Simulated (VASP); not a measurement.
# Ga2F (P6_3mc) in VASP: further runs

Ga2F is run at these levels: PBE; tasks: single point, relaxation of cell and atoms.

Program: VASP 6.6.1. These are calculated values, not measurements. Logs are shortened: lines on timing, memory, paths and dates and some standing lists are left out, and cuts for length are marked.

**1. The cell of the first run**

Symmetry: P6_3mc, No. 186, hexagonal system. Conventional cell: a = 2.988 Å, b = 2.988 Å, c = 13.067 Å, α = 90.00°, β = 90.00°, γ = 120.00°. Ga (site symmetry 3m) has 3 F at 2.25 Å and 9 Ga at 2.98 to 2.99 Å within 3.0 Å. Within 3.9 Å of Ga (site symmetry 3m) lie 9 Ga at 2.98 to 2.99 Å and 3 F at 3.18 Å. F (site symmetry 3m) has 3 Ga at 2.25 Å and 6 F at 2.99 Å within 3.0 Å.

**2. Single point, PBE**

Contents of INCAR:

```
ALGO = Normal
EDIFF = 1E-7
ENCUT = 520
GGA = PE
ISIF = 2
ISMEAR = 0
LASPH = T
LCHARG = T
LELF = T
LREAL = F
LVHAR = T
LWAVE = F
NBANDS = 42
NELM = 100
PREC = Accurate
SIGMA = 0.1
```

Contents of KPOINTS:

```
k-points
0
Gamma
  6 6 2
```

Contents of POSCAR:

```
Ga2F
1.0
    2.9884035942      0.0000000000      0.0000000000
   -1.4942017971      2.5880334293      0.0000000000
    0.0000000000      0.0000000000     13.0674318767
Ga F
4 2
Direct
    0.3333333333      0.6666666667      0.0164441961
    0.6666666667      0.3333333333      0.5164441961
    0.0000000000      0.0000000000      0.2022255054
    0.0000000000      0.0000000000      0.7022255054
    0.3333333333      0.6666666667      0.4063302985
    0.6666666667      0.3333333333      0.9063302985
```

Potentials or basis: VASP PAW PBE potentials, release 64 (Ga_d, F).

On the command line:

```bash
cat potpaw_PBE.64/Ga_d/POTCAR potpaw_PBE.64/F/POTCAR > POTCAR
mpirun -np 1 vasp_std > vasp.out
```

OUTCAR:

```text
EDIFF = 1E-7
   ENCUT = 520
   GGA = PE
   ISIF = 2
   ISMEAR = 0
   LASPH = T
   LREAL = F
   NELM = 100
   PREC = Accurate

 ion  position               nearest neighbor table
   1  0.333  0.667  0.016-   6 2.25   6 2.25   6 2.25
   2  0.667  0.333  0.516-   5 2.25   5 2.25   5 2.25
   3  0.000  0.000  0.202-
   4  0.000  0.000  0.702-
   5  0.333  0.667  0.406-   2 2.25   2 2.25   2 2.25
   6  0.667  0.333  0.906-   1 2.25   1 2.25   1 2.25

  LATTYP: Found a hexagonal cell.
 ALAT       =     2.9884035942
 C/A-ratio  =     4.3727132112

  Lattice vectors:

 A1 = (   2.9884035942,   0.0000000000,   0.0000000000)
 A2 = (  -1.4942017971,   2.5880334293,   0.0000000000)
 A3 = (   0.0000000000,   0.0000000000,  13.0674318767)

Analysis of symmetry for initial positions (statically):
=====================================================================
 Subroutine PRICEL returns:
 Original cell was already a primitive cell.

 Routine SETGRP: Setting up the symmetry group for a
 hexagonal supercell.

 Subroutine GETGRP returns: Found 12 space group operations
 (whereof  6 operations were pure point group operations)
 out of a pool of 24 trial point group operations.

The static configuration has the point symmetry C_3v.
 The point group associated with its full space group is C_6v.

Analysis of symmetry for dynamics (positions and initial velocities):
=====================================================================
 Subroutine PRICEL returns:
 Original cell was already a primitive cell.

 Routine SETGRP: Setting up the symmetry group for a
 hexagonal supercell.

 Subroutine GETGRP returns: Found 12 space group operations
 (whereof  6 operations were pure point group operations)
 out of a pool of 24 trial point group operations.

The dynamic configuration has the point symmetry C_3v.
 The point group associated with its full space group is C_6v.

 Subroutine INISYM returns: Found 12 space group operations
 (whereof  6 operations are pure point group operations),
 and found     1 'primitive' translations

----------------------------------------------------------------------------------------

                                     Primitive cell

  volume of cell :     101.0647

  direct lattice vectors                    reciprocal lattice vectors
     2.988403594  0.000000000  0.000000000     0.334626823  0.193196886  0.000000000
    -1.494201797  2.588033429  0.000000000     0.000000000  0.386393772  0.000000000
     0.000000000  0.000000000 13.067431877     0.000000000  0.000000000  0.076526131

  length of vectors
     2.988403594  2.988403594 13.067431877     0.386393772  0.386393772  0.076526131

  position of ions in fractional coordinates (direct lattice)
     0.333333333  0.666666667  0.016444196
     0.666666667  0.333333333  0.516444196
     0.000000000  0.000000000  0.202225505
     0.000000000  0.000000000  0.702225505
     0.333333333  0.666666667  0.406330299
     0.666666667  0.333333333  0.906330299

  ion indices of the primitive-cell ions
   primitive index   ion index
                 1           1
                 2           2
                 3           3
                 4           4
                 5           5
                 6           6

----------------------------------------------------------------------------------------

 KPOINTS: k-points

Automatic generation of k-mesh.
 Grid dimensions read from file:
 generate k-points for:    6    6    2

 Generating k-lattice:

  Cartesian coordinates                     Fractional coordinates (reciprocal lattice)
     0.055771137  0.032199481  0.000000000     0.166666667 -0.000000000  0.000000000
     0.000000000  0.064398962  0.000000000     0.000000000  0.166666667  0.000000000
     0.000000000  0.000000000  0.038263065     0.000000000  0.000000000  0.500000000

  Length of vectors
     0.064398962  0.064398962  0.038263065

  Shift w.r.t. Gamma in fractional coordinates (k-lattice)
     0.000000000  0.000000000  0.000000000

 Subroutine IBZKPT returns following result:
 ===========================================

 Found     14 irreducible k-points:

 Following reciprocal coordinates:
            Coordinates               Weight
  0.000000  0.000000  0.000000      1.000000
  0.166667  0.000000  0.000000      6.000000
  0.333333  0.000000  0.000000      6.000000
  0.500000 -0.000000  0.000000      3.000000
  0.166667  0.166667  0.000000      6.000000
  0.333333  0.166667  0.000000     12.000000
  0.333333  0.333333  0.000000      2.000000
  0.000000  0.000000  0.500000      1.000000
  0.166667  0.000000  0.500000      6.000000
  0.333333  0.000000  0.500000      6.000000
  0.500000 -0.000000  0.500000      3.000000
  0.166667  0.166667  0.500000      6.000000
  0.333333  0.166667  0.500000     12.000000
  0.333333  0.333333  0.500000      2.000000
   k-points           NKPTS =     14   k-points in BZ     NKDIM =     14   number of bands    NBANDS=     42
[... 39 lines left out ...]
  Fermi-wavevector in a.u.,A,eV,Ry     =   1.420331  2.684037 27.447594  2.017341
  Thomas-Fermi vector in A             =   2.541258
   LORBIT       =      0    0 simple, 1 ext, 2 COOP (PROOUT), +10 PAW based schemes
   GGA     = PE    functional components
   LHFCALC =     F    Hartree Fock is set to
   AEXX    =    0.0000 exact exchange contribution
   IVDW    =     0    specifies the selected vdW correction
   LEPSILON=     F    determine dielectric tensor
   LRPA    =     F    only Hartree local field effects (RPA)
 non-spin polarized calculation
 Gauss-broadening in eV      SIGMA  =   0.10
  energy-cutoff  :      520.00
  volume of cell :      101.06
 maximum number of plane-waves:      2773
 NGX is ok and might be reduce to    24
   NGX = 11   NGY = 11   NGZ = 49

 number of electron      66.0000047 magnetization

 Free energy of the ion-electron system (eV)
  ---------------------------------------------------
  ext. energy  EPLUGINS =         0.00000000
  ---------------------------------------------------
  free energy    TOTEN  =       -20.77121321 eV

  energy without entropy =      -20.76715471  energy(sigma->0) =      -20.76918396

 E-fermi :   4.2809     XC(G=0): -10.3384

 val. band max:        4.2254960874   @ k =   0.5000  -0.0000   0.0000
 cond. band min:       4.3721725494   @ k =   0.1667   0.0000   0.0000
 fundamental gap:      0.1466764620
 Fermi energy:         4.2808729678

 k-point     1 :       0.0000    0.0000    0.0000
  band No.  band energies     occupation
      1     -20.0108      2.00000
      2     -20.0104      2.00000
      3     -11.0381      2.00000
      4     -11.0379      2.00000
      5     -10.9938      2.00000
      6     -10.9938      2.00000
[... 34 lines left out ...]
     41      14.6001      0.00000
     42      15.7530      0.00000

 k-point     2 :       0.1667    0.0000    0.0000
  band No.  band energies     occupation
      1     -19.9300      2.00000
      2     -19.9297      2.00000
      3     -11.0283      2.00000
      4     -11.0276      2.00000
      5     -10.9789      2.00000
      6     -10.9783      2.00000
[... 34 lines left out ...]
     41      12.7234      0.00000
     42      12.7458      0.00000

 k-point     3 :       0.3333    0.0000    0.0000
  band No.  band energies     occupation
      1     -19.7647      2.00000
      2     -19.7646      2.00000
      3     -11.0680      2.00000
      4     -11.0671      2.00000
      5     -10.9505      2.00000
      6     -10.9483      2.00000
[... 34 lines left out ...]
     41      10.9658      0.00000
     42      11.6468      0.00000

 k-point     4 :       0.5000   -0.0000    0.0000
  band No.  band energies     occupation
      1     -19.6796      2.00000
      2     -19.6796      2.00000
      3     -11.0889      2.00000
      4     -11.0888      2.00000
      5     -10.9739      2.00000
      6     -10.9702      2.00000
[... 394 lines left out ...]
     41      10.7676      0.00000
     42      10.7676      0.00000

 k-point    13 :       0.3333    0.1667    0.5000
  band No.  band energies     occupation
      1     -19.6805      2.00000
      2     -19.6805      2.00000
      3     -11.0261      2.00000
      4     -11.0261      2.00000
      5     -10.9713      2.00000
      6     -10.9713      2.00000
[... 34 lines left out ...]
     41       9.8229      0.00000
     42       9.8229      0.00000

 k-point    14 :       0.3333    0.3333    0.5000
  band No.  band energies     occupation
      1     -19.6386      2.00000
      2     -19.6386      2.00000
      3     -10.9860      2.00000
      4     -10.9860      2.00000
      5     -10.9367      2.00000
      6     -10.9367      2.00000
[... 34 lines left out ...]
     41       9.8627      0.00000
     42       9.8627      0.00000

------------------------ aborting loop because EDIFF is reached ----------------------------------------

  FORCE on cell =-STRESS in cart. coord.  units (eV):
  Direction    XX          YY          ZZ          XY          YZ          ZX
  --------------------------------------------------------------------------------------
  -------------------------------------------------------------------------------------
  Total        0.1125698      0.1125698      0.1103764      0.0000000     -0.0000000      0.0000000
  in kB        1.7845674      1.7845674      1.7497963      0.0000000     -0.0000000      0.0000000
  external PRESSURE =       1.7729770 kB  Pullay stress =       0.0000000 kB

 VOLUME and BASIS-vectors are now :
 -----------------------------------------------------------------------------
  energy-cutoff  :      520.00
  volume of cell :      101.06
      direct lattice vectors                 reciprocal lattice vectors
     2.988403594  0.000000000  0.000000000     0.334626823  0.193196886  0.000000000
    -1.494201797  2.588033429  0.000000000     0.000000000  0.386393772  0.000000000
     0.000000000  0.000000000 13.067431877     0.000000000  0.000000000  0.076526131

 POSITION                                       TOTAL-FORCE (eV/Angst)
 -----------------------------------------------------------------------------------
     -0.00000      1.72536      0.21488        -0.000000      0.000000      0.028795
      1.49420      0.86268      6.74860         0.000000      0.000000      0.028795
      0.00000      0.00000      2.64257        -0.000000      0.000000      0.010300
      0.00000      0.00000      9.17628         0.000000      0.000000      0.010300
     -0.00000      1.72536      5.30969        -0.000000     -0.000000     -0.039095
      1.49420      0.86268     11.84341         0.000000     -0.000000     -0.039095
 -----------------------------------------------------------------------------------
    total drift:                                0.000000      0.000000     -0.001920

  FREE ENERGIE OF THE ION-ELECTRON SYSTEM (eV)
  ---------------------------------------------------
  free  energy   TOTEN  =       -20.7712132129 eV

  energy  without entropy=      -20.7671547092  energy(sigma->0) =      -20.76918396
```

It took 29 s on 1 thread of Intel Xeon 6975P-C (Granite Rapids), shared host; peak memory 0.23 GiB.

Results:

```
Free energy            : -20.7712 eV
Pressure               : 0.2 GPa
Largest force          : 0.039 eV/Å
Band gap on the k mesh : zero (bands 33 and 34 overlap by 2.81 eV)
```

Forces on the atoms (eV/Å):
```
Ga   0.000  0.000  0.029
Ga   0.000  0.000  0.029
Ga   0.000  0.000  0.010
Ga   0.000  0.000  0.010
F    0.000  0.000 -0.039
F    0.000  0.000 -0.039
```

Levels at points of the mesh, in eV from the Fermi level:
| k point | band 30 | band 31 | band 32 | band 33 | band 34 | band 35 |
| --- | --- | --- | --- | --- | --- | --- |
| (0.00, 0.00, 0.00) | -4.70 | -4.70 | -3.49 | -0.84 | 1.16 | 4.07 |
| (0.50, 0.00, 0.00) | -4.15 | -3.35 | -3.22 | -0.81 | -0.56 | -0.06 |
| (0.00, 0.00, 0.50) | -4.70 | -4.33 | -4.33 | 0.14 | 0.14 | 5.29 |
| (0.50, 0.00, 0.50) | -4.28 | -3.23 | -3.23 | -0.82 | -0.82 | 0.22 |

Caveat: the k points lie up to 0.40 Å⁻¹ apart, too coarse for converged energies and pressures of a metal.

**3. Single point, PBE**

This run uses another cell than the first one, of 17.41 Å³/atom.

Contents of INCAR:

```
SYSTEM = Ga2F
PREC = Accurate ; ENCUT = 520
EDIFF = 1E-6 ; ISMEAR = 0
SIGMA = 0.1 ; LREAL = .False.
LASPH = .True. ; NELM = 60
ALGO = Normal ; ISIF = 2
LWAVE = .False. ; LCHARG = .False.
GGA = PE ; NBANDS = 42
```

Contents of KPOINTS:

```
regular mesh
0
Gamma
  12 12 4
  0 0 0
```

Contents of POSCAR:

```
Ga2F
1.0
    3.0231067395      0.0000000000      0.0000000000
   -1.5115533697      2.6180872347      0.0000000000
    0.0000000000      0.0000000000     13.1999254353
Ga F
4 2
Direct
    0.3333333333      0.6666666667      0.0148487590
    0.6666666667      0.3333333333      0.5148487590
    0.0000000000      0.0000000000      0.2019369158
    0.0000000000      0.0000000000      0.7019369158
    0.3333333333      0.6666666667      0.4082143252
    0.6666666667      0.3333333333      0.9082143252
```

Potentials or basis: VASP PAW PBE potentials, release 64 (Ga_d, F).

On the command line:

```bash
cat potpaw_PBE.64/Ga_d/POTCAR potpaw_PBE.64/F/POTCAR > POTCAR
mpirun -np 1 vasp_std > vasp.out
```

Run time: 86 s. Hardware: 1 thread of Intel Xeon 6975P-C (Granite Rapids), shared host; peak memory 0.33 GiB.

Results (log left out):

* Free energy: -20.6152 eV
* Pressure: 0.1 GPa
* Largest force: 0.049 eV/Å
* Band gap on the k mesh: zero (bands 33 and 34 overlap by 3.09 eV)

Forces in eV/Å, atoms in the order of the input:
```
Ga   0.000  0.000  0.045
Ga   0.000  0.000  0.045
Ga   0.000  0.000  0.005
Ga   0.000  0.000  0.005
F    0.000  0.000 -0.049
F    0.000  0.000 -0.049
```

Levels at points of the mesh, in eV from the Fermi level:
| k point | band 29 | band 30 | band 31 | band 32 | band 33 | band 34 | band 35 | band 36 | band 37 | band 38 |
| --- | --- | --- | --- | --- | --- | --- | --- | --- | --- | --- |
| (0.00, 0.00, 0.00) | -4.77 | -4.77 | -4.77 | -3.49 | -0.81 | 1.10 | 3.91 | 6.37 | 9.73 | 9.88 |
| (0.50, 0.00, 0.00) | -4.27 | -4.09 | -3.23 | -3.14 | -0.81 | -0.59 | -0.01 | 0.26 | 4.24 | 4.41 |
| (0.00, 0.00, 0.50) | -4.77 | -4.77 | -4.26 | -4.26 | 0.11 | 0.11 | 5.10 | 5.10 | 9.94 | 9.94 |
| (0.50, 0.00, 0.50) | -4.21 | -4.21 | -3.14 | -3.14 | -0.82 | -0.82 | 0.23 | 0.23 | 4.27 | 4.27 |

**4. Relaxation of cell and atoms, PBE**

This run uses another cell than the first one, of 16.18 Å³/atom.

Contents of INCAR:

```
  ALGO = Normal
  EDIFF = 1E-7
  EDIFFG = -0.04
  ENCUT = 600
  GGA = PE
  IBRION = 2
  ISIF = 3
  ISMEAR = 0
  LASPH = True
  LCHARG = False
  LREAL = False
  LWAVE = False
  NELM = 100
  NSW = 90
  PREC = Accurate
  SIGMA = 0.1
```

Contents of KPOINTS:

```
k-points
0
Gamma
  6 6 2
```

Contents of POSCAR:

```
Ga2F
1.0
    3.2887733646      0.0000000000      0.0000000000
   -1.6443866823      2.8481612811      0.0000000000
    0.0000000000      0.0000000000     10.3664461162
Ga F
4 2
Direct
    0.3333333333      0.6666666667      0.0000000000
    0.6666666667      0.3333333333      0.5000000000
    0.0000000000      0.0000000000      0.2500000000
    0.0000000000      0.0000000000      0.7500000000
    0.3333333333      0.6666666667      0.3750000000
    0.6666666667      0.3333333333      0.8750000000
```

On the command line:

```bash
cat potpaw_PBE.64/Ga_d/POTCAR potpaw_PBE.64/F/POTCAR > POTCAR
mpirun -np 1 vasp_std > vasp.out
```

Wall time 16 min (1 thread of Intel Xeon 6975P-C (Granite Rapids), shared host); peak memory 0.27 GiB.

Results (log left out):

- Free energy: -20.7397 eV
- Relaxed volume: 16.35 Å³/atom
- Relaxed cell: a = 2.992 Å, b = 2.992 Å, c = 12.659 Å, α = 90.00°, β = 90.00°, γ = 120.00°
- Space group after relaxing (to 0.1 Å): P6_3mc (No. 186)
- Energy gained by relaxing: 382.5 meV/atom
- Ionic steps: 40
- Pressure after relaxing: 0.0 GPa
- Largest force after relaxing: 0.025 eV/Å
- Band gap on the k mesh: zero (bands 33 and 34 overlap by 2.91 eV)

Forces in eV/Å, atoms in the order of the input:
```
Ga   0.000  0.000 -0.006
Ga   0.000  0.000 -0.006
Ga   0.000  0.000 -0.019
Ga   0.000  0.000 -0.019
F    0.000  0.000  0.025
F    0.000  0.000  0.025
```

Stress tensor (GPa, compression positive):
```
-0.18  0.00  0.00
 0.00 -0.18  0.00
 0.00  0.00  0.23
```

The path:
```tsv
step	energy change (eV)	largest force (eV/Å)	pressure (GPa)	volume (Å³)
1	0.0000	2.3312	12.78	97.10
2	-1.2183	0.6494	-0.85	116.39
3	-1.2304	0.5142	-1.71	118.79
4	-1.3525	0.4238	-1.68	116.15
5	-1.7014	0.1533	-1.32	108.26
6	-1.4552	2.0765	2.55	92.77
7	-1.8140	0.3582	-1.00	103.94
8	-1.8322	0.5725	-0.85	101.91
9	-1.9507	0.7366	-0.55	98.70
10	-2.0455	1.0135	0.06	94.57
11	-1.6870	1.0808	3.81	86.03
12	-2.0495	1.0374	0.22	93.73
13	-2.1681	0.3860	0.48	92.36
14	-2.1686	0.3472	0.52	92.26
15	-2.2027	0.1648	0.70	92.95
16	-2.2085	0.0538	0.85	93.40
17	-2.2133	0.0599	-0.04	94.91
18	-2.2133	0.0604	-0.10	94.98
19	-2.2133	0.0605	-0.01	94.95
20	-2.2140	0.0630	-0.03	94.92
21	-2.2161	0.0719	-0.03	94.84
22	-2.2202	0.0881	0.08	94.67
23	-2.2273	0.1744	0.41	94.32
24	-2.2185	0.3934	1.63	93.61
25	-2.2291	0.2159	0.60	94.17
26	-2.2294	0.2464	0.76	94.06
27	-2.2295	0.2475	0.76	94.06
28	-2.2298	0.2501	0.78	94.06
29	-2.2305	0.2555	0.80	94.06
30	-2.2317	0.2660	0.88	94.07
31	-2.2336	0.2881	1.03	94.08
32	-2.2342	0.3426	1.37	94.10
33	-2.2384	0.3493	1.34	94.29
34	-2.2489	0.3821	1.31	94.87
35	-2.2587	0.4965	1.39	96.05
36	-2.2728	0.3847	0.92	96.70
37	-2.2920	0.0932	-0.39	98.68
38	-2.2921	0.0810	-0.50	98.84
39	-2.2936	0.0614	-0.35	98.60
40	-2.2948	0.0251	-0.04	98.12
```

Final structure:
```yaml
crystal:
  lattice:
    - [2.99170, 0.00000, 0.00000]
    - [-1.49585, 2.59089, 0.00000]
    - [0.00000, 0.00000, 12.65891]
  atoms:
    - { symbol: Ga, position: [0.33333, 0.66667, 0.01697] }
    - { symbol: Ga, position: [0.66667, 0.33333, 0.51697] }
    - { symbol: Ga, position: [0.00000, 0.00000, 0.20907] }
    - { symbol: Ga, position: [0.00000, 0.00000, 0.70907] }
    - { symbol: F, position: [0.33333, 0.66667, 0.39896] }
    - { symbol: F, position: [0.66667, 0.33333, 0.89896] }
```

Levels at points of the mesh, in eV from the Fermi level:
```csv
k point,band 29,band 30,band 31,band 32,band 33,band 34,band 35,band 36
"(0.00, 0.00, 0.00)",-4.57,-4.57,-4.57,-3.21,-0.82,1.57,4.24,7.14
"(0.50, 0.00, 0.00)",-4.33,-4.05,-3.35,-3.18,-0.81,-0.48,-0.12,0.30
"(0.00, 0.00, 0.50)",-4.57,-4.57,-4.25,-4.25,0.35,0.35,5.65,5.65
"(0.50, 0.00, 0.50)",-4.26,-4.26,-3.15,-3.15,-0.88,-0.88,0.30,0.30
```

Caveat: the k points lie up to 0.40 Å⁻¹ apart in the final cell, too coarse for converged energies and pressures of a metal; a cell axis changed by over 15 % at a fixed basis, so the end point is rough.

**5. Overview**

| task | cell | k mesh | cutoff (eV) | gap on the mesh (eV) | pressure (GPa) | largest force (eV/Å) |
| --- | --- | --- | --- | --- | --- | --- |
| single point | a = 2.988, b = 2.988, c = 13.067 Å, angles 90.0, 90.0, 120.0°, 6 atoms, atomic positions A | 6 × 6 × 2 | 520 | none | 0.2 | 0.04 |
| single point | a = 3.023, b = 3.023, c = 13.200 Å, angles 90.0, 90.0, 120.0°, 6 atoms, atomic positions B | 12 × 12 × 4 | 520 | none | 0.1 | 0.05 |
| relaxation of cell and atoms | relaxed from a = 3.289, b = 3.289, c = 10.366 Å, angles 90.0, 90.0, 120.0°, 6 atoms, atomic positions C | 6 × 6 × 2 | 600 | none | 0.0 | 0.03 |

Alike in all rows: level PBE; potentials or basis VASP PAW PBE potentials, release 64 (Ga_d, F); no spin polarisation; smearing gaussian 0.1 eV.

Caveats: some runs use coarse meshes; a cell axis changed by over 15 % at a fixed basis, so the end point is rough (at least some runs).

Absolute energies hang on the potentials; compare differences alone.

The gap in the log of VASP goes by the Fermi energy; the results here count the filled bands.